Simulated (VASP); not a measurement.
# TiN (rocksalt type) (Fm-3m) in VASP: a series of runs

TiN (rocksalt type) is run at these levels: PBE; tasks: single point, relaxation of cell and atoms.

All numbers are computed with VASP 6.6.1; they aren't measurements. Logs are shortened: lines on timing, memory, paths and dates and some standing lists are left out, and cuts for length are marked.

**1. The cell of the first run**

Symmetry: Fm-3m, No. 225, cubic system. The conventional cell has a = 4.330 Å, b = 4.330 Å, c = 4.330 Å, α = 90.00°, β = 90.00°, γ = 90.00°. Ti (site symmetry m-3m) has 6 N at 2.17 Å within 2.9 Å. N (site symmetry m-3m) has 6 Ti at 2.17 Å within 2.9 Å.

**2. Single point, PBE (volume scaled by 1.06)**

Contents of INCAR:

```
SYSTEM = TiN
PREC = Accurate
ENCUT = 520
EDIFF = 1E-6
ISMEAR = -1
SIGMA = 0.03
LREAL = .False.
LASPH = .True.
NELM = 60
ALGO = Normal
ISIF = 2
LWAVE = .False.
LCHARG = .False.
GGA = PE
NBANDS = 16
```

Contents of KPOINTS:

```
Automatic mesh
0
Gamma
  16 16 16
  0 0 0
```

Contents of POSCAR:

```
TiN
1.0
    0.0000000000      2.1650869279      2.1650869279
    2.1650869279      0.0000000000      2.1650869279
    2.1650869279      2.1650869279      0.0000000000
Ti N
1 1
Direct
    0.0000000000      0.0000000000      0.0000000000
    0.5000000000      0.5000000000      0.5000000000
```

Potentials or basis: VASP PAW PBE potentials, release 64 (Ti_sv, N).

Run with:

```console
$ cat potpaw_PBE.64/Ti_sv/POTCAR potpaw_PBE.64/N/POTCAR > POTCAR
$ mpirun -np 1 vasp_std > vasp.out
```

OUTCAR:

```text
SYSTEM = TiN
   PREC = Accurate
   ENCUT = 520
   EDIFF = 1E-6
   ISMEAR = -1
   LREAL = .False.
   LASPH = .True.
   NELM = 60
   ISIF = 2
   GGA = PE

 ion  position               nearest neighbor table
   1  0.000  0.000  0.000-   2 2.17   2 2.17   2 2.17   2 2.17   2 2.17   2 2.17
   2  0.500  0.500  0.500-   1 2.17   1 2.17   1 2.17   1 2.17   1 2.17   1 2.17

  LATTYP: Found a face centered cubic cell.
 ALAT       =     4.3301738558

  Lattice vectors:

 A1 = (   0.0000000000,   2.1650869279,   2.1650869279)
 A2 = (   2.1650869279,   0.0000000000,   2.1650869279)
 A3 = (   2.1650869279,   2.1650869279,   0.0000000000)

Analysis of symmetry for initial positions (statically):
=====================================================================
 Subroutine PRICEL returns:
 Original cell was already a primitive cell.

 Routine SETGRP: Setting up the symmetry group for a
 face centered cubic supercell.

 Subroutine GETGRP returns: Found 48 space group operations
 (whereof 48 operations were pure point group operations)
 out of a pool of 48 trial point group operations.

The static configuration has the point symmetry O_h .

Analysis of symmetry for dynamics (positions and initial velocities):
=====================================================================
 Subroutine PRICEL returns:
 Original cell was already a primitive cell.

 Routine SETGRP: Setting up the symmetry group for a
 face centered cubic supercell.

 Subroutine GETGRP returns: Found 48 space group operations
 (whereof 48 operations were pure point group operations)
 out of a pool of 48 trial point group operations.

The dynamic configuration has the point symmetry O_h .

 Subroutine INISYM returns: Found 48 space group operations
 (whereof 48 operations are pure point group operations),
 and found     1 'primitive' translations

----------------------------------------------------------------------------------------

                                     Primitive cell

  volume of cell :      20.2981

  direct lattice vectors                    reciprocal lattice vectors
     0.000000000  2.165086928  2.165086928    -0.230937610  0.230937610  0.230937610
     2.165086928  0.000000000  2.165086928     0.230937610 -0.230937610  0.230937610
     2.165086928  2.165086928  0.000000000     0.230937610  0.230937610 -0.230937610

  length of vectors
     3.061895297  3.061895297  3.061895297     0.399995673  0.399995673  0.399995673

  position of ions in fractional coordinates (direct lattice)
     0.000000000  0.000000000  0.000000000
     0.500000000  0.500000000  0.500000000

  ion indices of the primitive-cell ions
   primitive index   ion index
                 1           1
                 2           2

----------------------------------------------------------------------------------------

 KPOINTS: Automatic mesh

Automatic generation of k-mesh.
 Grid dimensions read from file:
 generate k-points for:   16   16   16

 Generating k-lattice:

  Cartesian coordinates                     Fractional coordinates (reciprocal lattice)
    -0.014433601  0.014433601  0.014433601     0.062500000  0.000000000  0.000000000
     0.014433601 -0.014433601  0.014433601     0.000000000  0.062500000  0.000000000
     0.014433601  0.014433601 -0.014433601     0.000000000  0.000000000  0.062500000

  Length of vectors
     0.024999730  0.024999730  0.024999730

  Shift w.r.t. Gamma in fractional coordinates (k-lattice)
     0.000000000  0.000000000  0.000000000

 Subroutine IBZKPT returns following result:
 ===========================================

 Found    145 irreducible k-points:

 Following reciprocal coordinates:
            Coordinates               Weight
  0.000000  0.000000  0.000000      1.000000
  0.062500  0.000000  0.000000      8.000000
  0.125000  0.000000  0.000000      8.000000
  0.187500  0.000000  0.000000      8.000000
  0.250000  0.000000  0.000000      8.000000
  0.312500  0.000000  0.000000      8.000000
[... 16 lines left out ...]
 -0.125000  0.062500  0.000000     24.000000
 -0.062500  0.062500  0.000000     12.000000
 [... further k-points ...]
   k-points           NKPTS =    145   k-points in BZ     NKDIM =    145   number of bands    NBANDS=     16
   number of dos      NEDOS =    301   number of ions     NIONS =      2
   total plane-waves  NPLWV =  13824
   dimension x,y,z NGX =    24 NGY =   24 NGZ =   24
   dimension x,y,z NGXF=    48 NGYF=   48 NGZF=   48
   ions per type =               1   1
   NGX,Y,Z   is equivalent  to a cutoff of  13.03, 13.03, 13.03 a.u.
   NGXF,Y,Z  is equivalent  to a cutoff of  26.06, 26.06, 26.06 a.u.
 SYSTEM =  TiN
   PREC   = accura    normal or accurate (medium, high low for compatibility)
   ISTART =      0    job   : 0-new  1-cont  2-samecut
   ICHARG =      2    charge: 1-file 2-atom 10-const
   ISPIN  =      1    spin polarized calculation?
   LNONCOLLINEAR =      F non collinear calculations
   LSORBIT =      F    spin-orbit coupling
   LASPH  =      T    aspherical Exc in radial PAW
   ENCUT  =  520.0 eV  38.22 Ry    6.18 a.u.   5.69  5.69  5.69*2*pi/ulx,y,z
   NELM   =     60;   NELMIN=  2; NELMDL= -5     # of ELM steps
   EDIFF  = 0.1E-05   stopping-criterion for ELM
   LREAL  =      F    real-space projection
   EDIFFG = 0.1E-04   stopping-criterion for IOM
   NSW    =      0    number of steps for IOM
   IBRION =     -1    ionic relax: 0-MD 1-quasi-New 2-CG
   NFREE  =      0    steps in history (QN), initial steepest desc. (CG)
   ISIF   =      2    stress and relaxation
   ISYM   =      2    0-nonsym 1-usesym 2-fastsym
   POTIM  = 0.5000    time-step for ionic-motion
   TEBEG  =    0.0;   TEEND  =   0.0 temperature during run
   PSTRESS=    0.0 pullay stress
   NELECT =      17.0000    total number of electrons
   NUPDOWN=      -1.0000    fix difference up-down
   EMIN   =  10.00;   EMAX   =-10.00  energy-range for DOS
   EFERMI =   0.00;   METHOD = LEGACY
   ISMEAR =    -1;   SIGMA  =   0.03  broadening in eV -4-tet -1-fermi 0-gaus
   EFERMI_NEDOS =   21; number of points for ismear=-14 and -15
   IALGO  =     38    algorithm
   IMIX   =      4    mixing-type and parameters
     AMIX     =   0.40;   BMIX     =  1.00
     AMIX_MAG =   1.60;   BMIX_MAG =  1.00
  volume/ion in A,a.u.               =      10.15        68.49
  Fermi-wavevector in a.u.,A,eV,Ry     =   1.543142  2.916115 32.399366  2.381286
  Thomas-Fermi vector in A             =   2.648847
   LORBIT       =      0    0 simple, 1 ext, 2 COOP (PROOUT), +10 PAW based schemes
   GGA     = PE    functional components
   LHFCALC =     F    Hartree Fock is set to
   AEXX    =    0.0000 exact exchange contribution
   IVDW    =     0    specifies the selected vdW correction
   LEPSILON=     F    determine dielectric tensor
   LRPA    =     F    only Hartree local field effects (RPA)
 non-spin polarized calculation
  energy-cutoff  :      520.00
  volume of cell :       20.30
 maximum number of plane-waves:       568
   NGX = 11   NGY = 11   NGZ = 11

 number of electron      16.9999999 magnetization

 Free energy of the ion-electron system (eV)
  ---------------------------------------------------
  ext. energy  EPLUGINS =         0.00000000
  ---------------------------------------------------
  free energy    TOTEN  =       -19.58831455 eV

  energy without entropy =      -19.58472699  energy(sigma->0) =      -19.58652077

 E-fermi :  10.6289     XC(G=0): -12.6812

 val. band max:       10.6287140328   @ k =   0.4375   0.1875   0.0625
 cond. band min:      10.6315552509   @ k =   0.3750   0.1250   0.0000
 fundamental gap:      0.0028412181
 Fermi energy:        10.6289298941

 k-point     1 :       0.0000    0.0000    0.0000
  band No.  band energies     occupation
      1     -47.3399      2.00000
      2     -23.3586      2.00000
      3     -23.3586      2.00000
      4     -23.3586      2.00000
      5      -6.0925      2.00000
      6       8.6661      2.00000
[... 8 lines left out ...]
     15      23.6088      0.00000
     16      29.5517      0.00000

 k-point     2 :       0.0625    0.0000    0.0000
  band No.  band energies     occupation
      1     -47.3371      2.00000
      2     -23.3788      2.00000
      3     -23.3604      2.00000
      4     -23.3604      2.00000
      5      -6.0240      2.00000
      6       8.2417      2.00000
[... 8 lines left out ...]
     15      23.6378      0.00000
     16      29.4553      0.00000

 k-point     3 :       0.1250    0.0000    0.0000
  band No.  band energies     occupation
      1     -47.3292      2.00000
      2     -23.4359      2.00000
      3     -23.3654      2.00000
      4     -23.3654      2.00000
      5      -5.8251      2.00000
      6       7.3584      2.00000
[... 8 lines left out ...]
     15      23.6196      0.00000
     16      29.1078      0.00000

 k-point     4 :       0.1875    0.0000    0.0000
  band No.  band energies     occupation
      1     -47.3174      2.00000
      2     -23.5203      2.00000
      3     -23.3730      2.00000
      4     -23.3730      2.00000
      5      -5.5149      2.00000
      6       6.3399      2.00000
[... 8 lines left out ...]
     15      23.3818      0.00000
     16      28.4151      0.00000
[... 324 lines left out ...]
 k-point    22 :      -0.1875    0.0625    0.0000
  band No.  band energies     occupation
      1     -47.3110      2.00000
      2     -23.5557      2.00000
      3     -23.3950      2.00000
      4     -23.3693      2.00000
      5      -5.3497      2.00000
      6       5.8663      2.00000
[... 8 lines left out ...]
     15      23.2672      0.00000
     16      27.3074      0.00000

 k-point    23 :      -0.1250    0.0625    0.0000
  band No.  band energies     occupation
      1     -47.3235      2.00000
      2     -23.4692      2.00000
      3     -23.3834      2.00000
      4     -23.3628      2.00000
      5      -5.6808      2.00000
      6       6.7999      2.00000
[... 8 lines left out ...]
     15      23.5763      0.00000
     16      28.1189      0.00000

 k-point    24 :      -0.0625    0.0625    0.0000
  band No.  band energies     occupation
      1     -47.3326      2.00000
      2     -23.4068      2.00000
      3     -23.3712      2.00000
      4     -23.3596      2.00000
      5      -5.9132      2.00000
      6       7.6498      2.00000
[... 8 lines left out ...]
     15      23.6600      0.00000
     16      28.8576      0.00000

 [... further k-points ...]

------------------------ aborting loop because EDIFF is reached ----------------------------------------

  FORCE on cell =-STRESS in cart. coord.  units (eV):
  Direction    XX          YY          ZZ          XY          YZ          ZX
  --------------------------------------------------------------------------------------
  -------------------------------------------------------------------------------------
  Total       -1.7610730     -1.7610730     -1.7610730     -0.0000000      0.0000000      0.0000000
  in kB     -139.0054797   -139.0054797   -139.0054797     -0.0000000      0.0000000      0.0000000
  external PRESSURE =    -139.0054797 kB  Pullay stress =       0.0000000 kB

 VOLUME and BASIS-vectors are now :
 -----------------------------------------------------------------------------
  energy-cutoff  :      520.00
  volume of cell :       20.30
      direct lattice vectors                 reciprocal lattice vectors
     0.000000000  2.165086928  2.165086928    -0.230937610  0.230937610  0.230937610
     2.165086928  0.000000000  2.165086928     0.230937610 -0.230937610  0.230937610
     2.165086928  2.165086928  0.000000000     0.230937610  0.230937610 -0.230937610

 POSITION                                       TOTAL-FORCE (eV/Angst)
 -----------------------------------------------------------------------------------
      0.00000      0.00000      0.00000         0.000000      0.000000      0.000000
      2.16509      2.16509      2.16509         0.000000      0.000000      0.000000
 -----------------------------------------------------------------------------------
    total drift:                                0.000000     -0.000000     -0.000000

  FREE ENERGIE OF THE ION-ELECTRON SYSTEM (eV)
  ---------------------------------------------------
  free  energy   TOTEN  =       -19.5883145537 eV

  energy  without entropy=      -19.5847269926  energy(sigma->0) =      -19.58652077
```

Wall time 16 s (1 thread of Intel Xeon 6975P-C (Granite Rapids), shared host); peak memory 0.17 GiB.

What came out:

| Quantity | Value |
| --- | --- |
| Free energy | -19.5883 eV |
| Pressure | -13.9 GPa |

[end of part 1 of 2]
